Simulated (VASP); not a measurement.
# MgIr3 (Fm-3m) in VASP: single point with PBE

Aim: the single point of MgIr3 with PBE.

Program: VASP 6.6.1. These are calculated values, not measurements. Logs are shortened: lines on timing, memory, paths and dates and some standing lists are left out, and cuts for length are marked.

## Step 1: The cell of the first run

It takes space group Fm-3m (No. 225, cubic). Conventional cell: a = 5.919 Å, b = 5.919 Å, c = 5.919 Å, α = 90.00°, β = 90.00°, γ = 90.00°. Within 3.4 Å of Mg (site symmetry m-3m) lie 14 Ir at 2.56 to 2.96 Å. Within 3.4 Å of Ir (site symmetry -43m) lie 4 Mg at 2.56 Å and 10 Ir at 2.56 to 2.96 Å. Within 3.4 Å of Ir (site symmetry m-3m) lie 8 Ir at 2.56 Å and 6 Mg at 2.96 Å.

## Step 2: Single point, PBE (Re replaced by Ir, lengths x 0.970, strained)

Contents of INCAR:

```
SYSTEM = MgIr3
PREC = Accurate
ENCUT = 520
EDIFF = 1E-7
ISMEAR = 0
SIGMA = 0.1
LREAL = .FALSE.
LASPH = .TRUE.
NELM = 100
ALGO = Normal
ISIF = 2
LWAVE = .FALSE.
LCHARG = .FALSE.
GGA = PE
NBANDS = 22
```

Contents of KPOINTS:

```
Automatic mesh
0
G
  12 12 12
  0 0 0
```

Contents of POSCAR:

```
MgIr3
1.0
    0.0000000000      2.9595943889      2.9595943889
    2.9595943889      0.0000000000      2.9595943889
    2.9595943889      2.9595943889      0.0000000000
Mg Ir
1 3
Direct
    0.0000000000      0.0000000000      0.0000000000
    0.2500000000      0.2500000000      0.2500000000
    0.5000000000      0.5000000000      0.5000000000
    0.7500000000      0.7500000000      0.7500000000
```

Potentials or basis: VASP PAW PBE potentials, release 64 (Mg, Ir).

Command:

```console
> cat potpaw_PBE.64/Mg/POTCAR potpaw_PBE.64/Ir/POTCAR > POTCAR
> mpirun -np 1 vasp_std > vasp.out
```

OUTCAR:

```text
SYSTEM = MgIr3
   PREC = Accurate
   ENCUT = 520
   EDIFF = 1E-7
   ISMEAR = 0
   LREAL = .FALSE.
   LASPH = .TRUE.
   NELM = 100
   ISIF = 2
   GGA = PE

 ion  position               nearest neighbor table
   1  0.000  0.000  0.000-   2 2.56   4 2.56   4 2.56   4 2.56   4 2.56   2 2.56   2 2.56   2 2.56
                             3 2.96   3 2.96   3 2.96   3 2.96   3 2.96   3 2.96
   2  0.250  0.250  0.250-   1 2.56   3 2.56   1 2.56   1 2.56   1 2.56   3 2.56   3 2.56   3 2.56
                             4 2.96   4 2.96   4 2.96   4 2.96   4 2.96   4 2.96
   3  0.500  0.500  0.500-   2 2.56   4 2.56   2 2.56   2 2.56   2 2.56   4 2.56   4 2.56   4 2.56
                             1 2.96   1 2.96   1 2.96   1 2.96   1 2.96   1 2.96
   4  0.750  0.750  0.750-   1 2.56   3 2.56   3 2.56   3 2.56   3 2.56   1 2.56   1 2.56   1 2.56
                             2 2.96   2 2.96   2 2.96   2 2.96   2 2.96   2 2.96

  LATTYP: Found a face centered cubic cell.
 ALAT       =     5.9191887778

  Lattice vectors:

 A1 = (   0.0000000000,   2.9595943889,   2.9595943889)
 A2 = (   2.9595943889,   0.0000000000,   2.9595943889)
 A3 = (   2.9595943889,   2.9595943889,   0.0000000000)

Analysis of symmetry for initial positions (statically):
=====================================================================
 Subroutine PRICEL returns:
 Original cell was already a primitive cell.

 Routine SETGRP: Setting up the symmetry group for a
 face centered cubic supercell.

 Subroutine GETGRP returns: Found 48 space group operations
 (whereof 48 operations were pure point group operations)
 out of a pool of 48 trial point group operations.

The static configuration has the point symmetry O_h .

Analysis of symmetry for dynamics (positions and initial velocities):
=====================================================================
 Subroutine PRICEL returns:
 Original cell was already a primitive cell.

 Routine SETGRP: Setting up the symmetry group for a
 face centered cubic supercell.

 Subroutine GETGRP returns: Found 48 space group operations
 (whereof 48 operations were pure point group operations)
 out of a pool of 48 trial point group operations.

The dynamic configuration has the point symmetry O_h .

 Subroutine INISYM returns: Found 48 space group operations
 (whereof 48 operations are pure point group operations),
 and found     1 'primitive' translations

----------------------------------------------------------------------------------------

                                     Primitive cell

  volume of cell :      51.8474

  direct lattice vectors                    reciprocal lattice vectors
     0.000000000  2.959594389  2.959594389    -0.168942069  0.168942069  0.168942069
     2.959594389  0.000000000  2.959594389     0.168942069 -0.168942069  0.168942069
     2.959594389  2.959594389  0.000000000     0.168942069  0.168942069 -0.168942069

  length of vectors
     4.185498524  4.185498524  4.185498524     0.292616247  0.292616247  0.292616247

  position of ions in fractional coordinates (direct lattice)
     0.000000000  0.000000000  0.000000000
     0.250000000  0.250000000  0.250000000
     0.500000000  0.500000000  0.500000000
     0.750000000  0.750000000  0.750000000

  ion indices of the primitive-cell ions
   primitive index   ion index
                 1           1
                 2           2
                 3           3
                 4           4

----------------------------------------------------------------------------------------

 KPOINTS: Automatic mesh

Automatic generation of k-mesh.
 Grid dimensions read from file:
 generate k-points for:   12   12   12

 Generating k-lattice:

  Cartesian coordinates                     Fractional coordinates (reciprocal lattice)
    -0.014078506  0.014078506  0.014078506     0.083333333  0.000000000  0.000000000
     0.014078506 -0.014078506  0.014078506     0.000000000  0.083333333  0.000000000
     0.014078506  0.014078506 -0.014078506     0.000000000  0.000000000  0.083333333

  Length of vectors
     0.024384687  0.024384687  0.024384687

  Shift w.r.t. Gamma in fractional coordinates (k-lattice)
     0.000000000  0.000000000  0.000000000

 Subroutine IBZKPT returns following result:
 ===========================================

 Found     72 irreducible k-points:

 Following reciprocal coordinates:
            Coordinates               Weight
  0.000000  0.000000  0.000000      1.000000
  0.083333  0.000000  0.000000      8.000000
  0.166667  0.000000  0.000000      8.000000
  0.250000  0.000000  0.000000      8.000000
  0.333333  0.000000  0.000000      8.000000
  0.416667  0.000000  0.000000      8.000000
[... 16 lines left out ...]
  0.500000  0.166667  0.000000     24.000000
 -0.416667  0.166667  0.000000     24.000000
 [... further k-points ...]
   k-points           NKPTS =     72   k-points in BZ     NKDIM =     72   number of bands    NBANDS=     22
   number of dos      NEDOS =    301   number of ions     NIONS =      4
   total plane-waves  NPLWV =  32768
   dimension x,y,z NGX =    32 NGY =   32 NGZ =   32
   dimension x,y,z NGXF=    64 NGYF=   64 NGZF=   64
   ions per type =               1   3
   NGX,Y,Z   is equivalent  to a cutoff of  12.71, 12.71, 12.71 a.u.
   NGXF,Y,Z  is equivalent  to a cutoff of  25.42, 25.42, 25.42 a.u.
 SYSTEM =  MgIr3
   PREC   = accura    normal or accurate (medium, high low for compatibility)
   ISTART =      0    job   : 0-new  1-cont  2-samecut
   ICHARG =      2    charge: 1-file 2-atom 10-const
   ISPIN  =      1    spin polarized calculation?
   LNONCOLLINEAR =      F non collinear calculations
   LSORBIT =      F    spin-orbit coupling
   LASPH  =      T    aspherical Exc in radial PAW
   ENCUT  =  520.0 eV  38.22 Ry    6.18 a.u.   7.78  7.78  7.78*2*pi/ulx,y,z
   NELM   =    100;   NELMIN=  2; NELMDL= -5     # of ELM steps
   EDIFF  = 0.1E-06   stopping-criterion for ELM
   LREAL  =      F    real-space projection
   EDIFFG = 0.1E-05   stopping-criterion for IOM
   NSW    =      0    number of steps for IOM
   IBRION =     -1    ionic relax: 0-MD 1-quasi-New 2-CG
   NFREE  =      0    steps in history (QN), initial steepest desc. (CG)
   ISIF   =      2    stress and relaxation
   ISYM   =      2    0-nonsym 1-usesym 2-fastsym
   POTIM  = 0.5000    time-step for ionic-motion
   TEBEG  =    0.0;   TEEND  =   0.0 temperature during run
   PSTRESS=    0.0 pullay stress
   NELECT =      29.0000    total number of electrons
   NUPDOWN=      -1.0000    fix difference up-down
   EMIN   =  10.00;   EMAX   =-10.00  energy-range for DOS
   EFERMI =   0.00;   METHOD = LEGACY
   ISMEAR =     0;   SIGMA  =   0.10  broadening in eV -4-tet -1-fermi 0-gaus
   EFERMI_NEDOS =   21; number of points for ismear=-14 and -15
   IALGO  =     38    algorithm
   IMIX   =      4    mixing-type and parameters
     AMIX     =   0.40;   BMIX     =  1.00
     AMIX_MAG =   1.60;   BMIX_MAG =  1.00
  volume/ion in A,a.u.               =      12.96        87.47
  Fermi-wavevector in a.u.,A,eV,Ry     =   1.348855  2.548967 24.754578  1.819410
  Thomas-Fermi vector in A             =   2.476490
   LORBIT       =      0    0 simple, 1 ext, 2 COOP (PROOUT), +10 PAW based schemes
   GGA     = PE    functional components
   LHFCALC =     F    Hartree Fock is set to
   AEXX    =    0.0000 exact exchange contribution
   IVDW    =     0    specifies the selected vdW correction
   LEPSILON=     F    determine dielectric tensor
   LRPA    =     F    only Hartree local field effects (RPA)
 non-spin polarized calculation
 Gauss-broadening in eV      SIGMA  =   0.10
  energy-cutoff  :      520.00
  volume of cell :       51.85
 maximum number of plane-waves:      1411
   NGX = 15   NGY = 15   NGZ = 15

 number of electron      28.9999998 magnetization

 Free energy of the ion-electron system (eV)
  ---------------------------------------------------
  ext. energy  EPLUGINS =         0.00000000
  ---------------------------------------------------
  free energy    TOTEN  =       -26.33700921 eV

  energy without entropy =      -26.30525072  energy(sigma->0) =      -26.32112997

 E-fermi :  10.0755     XC(G=0): -13.5140

 val. band max:       10.0746329232   @ k =  -0.2500   0.2500   0.0000
 cond. band min:      10.0814911911   @ k =   0.3333   0.2500   0.0000
 fundamental gap:      0.0068582679
 Fermi energy:        10.0754683430

 k-point     1 :       0.0000    0.0000    0.0000
  band No.  band energies     occupation
      1      -0.9412      2.00000
      2       3.0904      2.00000
      3       3.0904      2.00000
      4       4.5620      2.00000
      5       4.5620      2.00000
      6       4.5620      2.00000
[... 14 lines left out ...]
     21      17.8995      0.00000
     22      18.0910      0.00000

 k-point     2 :       0.0833    0.0000    0.0000
  band No.  band energies     occupation
      1      -0.8193      2.00000
      2       3.1410      2.00000
      3       3.1410      2.00000
      4       4.4123      2.00000
      5       4.5846      2.00000
      6       4.5846      2.00000
[... 14 lines left out ...]
     21      17.8912      0.00000
     22      18.2273      0.00000

 k-point     3 :       0.1667    0.0000    0.0000
  band No.  band energies     occupation
      1      -0.4624      2.00000
      2       3.2904      2.00000
      3       3.2904      2.00000
      4       4.1631      2.00000
      5       4.6277      2.00000
      6       4.6277      2.00000
[... 14 lines left out ...]
     21      18.1938      0.00000
     22      18.4410      0.00000

 k-point     4 :       0.2500    0.0000    0.0000
  band No.  band energies     occupation
      1       0.1025      2.00000
      2       3.5276      2.00000
      3       3.5276      2.00000
      4       3.9960      2.00000
      5       4.6437      2.00000
      6       4.6437      2.00000
[... 14 lines left out ...]
     21      18.2302      0.00000
     22      18.6830      0.00000

 k-point     5 :       0.3333    0.0000    0.0000
  band No.  band energies     occupation
      1       0.8259      2.00000
      2       3.8235      2.00000
      3       3.8235      2.00000
      4       3.9377      2.00000
      5       4.6217      2.00000
      6       4.6218      2.00000
[... 14 lines left out ...]
     21      18.4165      0.00000
     22      18.9112      0.00000

 k-point     6 :       0.4167    0.0000    0.0000
  band No.  band energies     occupation
      1       1.6168      2.00000
      2       3.6778      2.00000
      3       4.1055      2.00000
      4       4.1055      2.00000
      5       4.3910      2.00000
      6       4.5905      2.00000
[... 14 lines left out ...]
     21      18.5580      0.00000
     22      19.0730      0.00000

 k-point     7 :       0.5000    0.0000    0.0000
  band No.  band energies     occupation
      1       2.1267      2.00000
      2       3.2449      2.00000
      3       4.2330      2.00000
      4       4.2330      2.00000
      5       4.3886      2.00000
      6       4.5770      2.00000
[... 324 lines left out ...]
      6       4.4986      2.00000
[... 14 lines left out ...]
     21      18.1100      0.00000
     22      19.5838      0.00000

 k-point    21 :       0.3333    0.1667    0.0000
  band No.  band energies     occupation
      1       0.6980      2.00000
      2       3.2209      2.00000
      3       3.8763      2.00000
      4       4.1478      2.00000
      5       4.1670      2.00000
      6       4.5130      2.00000
[... 14 lines left out ...]
     21      19.0709      0.00000
     22      19.7145      0.00000

 k-point    22 :       0.4167    0.1667    0.0000
  band No.  band energies     occupation
      1       1.4061      2.00000
      2       3.2362      2.00000
      3       3.8283      2.00000
      4       4.1725      2.00000
      5       4.2356      2.00000
      6       4.5339      2.00000
[... 14 lines left out ...]
     21      19.6415      0.00000
     22      20.3206      0.00000

 k-point    23 :       0.5000    0.1667    0.0000
  band No.  band energies     occupation
      1       2.1142      2.00000
      2       3.0341      2.00000
      3       3.7481      2.00000
      4       4.2590      2.00000
      5       4.3859      2.00000
      6       4.5671      2.00000
[... 14 lines left out ...]
     21      19.4488      0.00000
     22      20.7892      0.00000

 k-point    24 :      -0.4167    0.1667    0.0000
  band No.  band energies     occupation
      1       2.2278      2.00000
      2       3.0597      2.00000
      3       3.8741      2.00000
      4       4.1526      2.00000
      5       4.4312      2.00000
      6       4.5467      2.00000
[... 14 lines left out ...]
     21      19.1846      0.00000
     22      20.6612      0.00000

 [... further k-points ...]
[... 5 lines left out ...]
  --------------------------------------------------------------------------------------
  -------------------------------------------------------------------------------------
  Total       15.9360726     15.9360726     15.9360726     -0.0000000      0.0000000      0.0000000
  in kB      492.4535825    492.4535825    492.4535825     -0.0000000      0.0000000      0.0000000
  external PRESSURE =     492.4535825 kB  Pullay stress =       0.0000000 kB

 VOLUME and BASIS-vectors are now :
 -----------------------------------------------------------------------------
  energy-cutoff  :      520.00
  volume of cell :       51.85
      direct lattice vectors                 reciprocal lattice vectors
     0.000000000  2.959594389  2.959594389    -0.168942069  0.168942069  0.168942069
     2.959594389  0.000000000  2.959594389     0.168942069 -0.168942069  0.168942069
     2.959594389  2.959594389  0.000000000     0.168942069  0.168942069 -0.168942069

 POSITION                                       TOTAL-FORCE (eV/Angst)
 -----------------------------------------------------------------------------------
      0.00000      0.00000      0.00000        -0.000000      0.000000     -0.000000
      1.47980      1.47980      1.47980        -0.000000     -0.000000      0.000000
      2.95959      2.95959      2.95959        -0.000000      0.000000     -0.000000
      4.43939      4.43939      4.43939         0.000000     -0.000000      0.000000
 -----------------------------------------------------------------------------------
    total drift:                               -0.000000      0.000000      0.000000

  FREE ENERGIE OF THE ION-ELECTRON SYSTEM (eV)
  ---------------------------------------------------
  free  energy   TOTEN  =       -26.3370092107 eV

  energy  without entropy=      -26.3052507231  energy(sigma->0) =      -26.32112997
```

Run time: 31 s. Hardware: 1 thread of Intel Xeon 6975P-C (Granite Rapids), shared host; peak memory 0.22 GiB.

What came out:

- Free energy: -26.3370 eV
- Pressure: 49.2 GPa

Caveat: the cell differs from its parent crystal (Re replaced by Ir, lengths x 0.970, strained); spin-orbit coupling is left out, which moves the levels of the heavy elements.
